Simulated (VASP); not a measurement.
TePb:

```xyz
2
Lattice="0.0000 3.2735 3.2735 3.2735 0.0000 3.2735 3.2735 3.2735 0.0000" Properties=species:S:1:pos:R:3 pbc="T T T"
Pb    0.0000    0.0000    0.0000
Te    3.2735    3.2735    3.2735
```

Base run:

- Program: VASP 6.6.1
- Functional: PBEsol
- Dispersion: D3(BJ)
- Potentials or basis: VASP PAW PBE potentials, release 64 (Pb_d, Te)
- Cutoff: 520 eV
- k mesh: 7 × 7 × 7
- Occupations: fermi-dirac, width 0.05 eV
- Spin: no spin polarisation

Its results: pressure -3.7 GPa.

Q: The run is repeated on the same cell with these changes: functional from PBEsol to BLYP. What comes out?

A: Pressure -0.7 GPa.

BLYP binds less tightly than PBEsol, so the same cell stands under more pressure.

Caveats: the PAW data sets were made with another functional, which shifts forces and pressure a little.
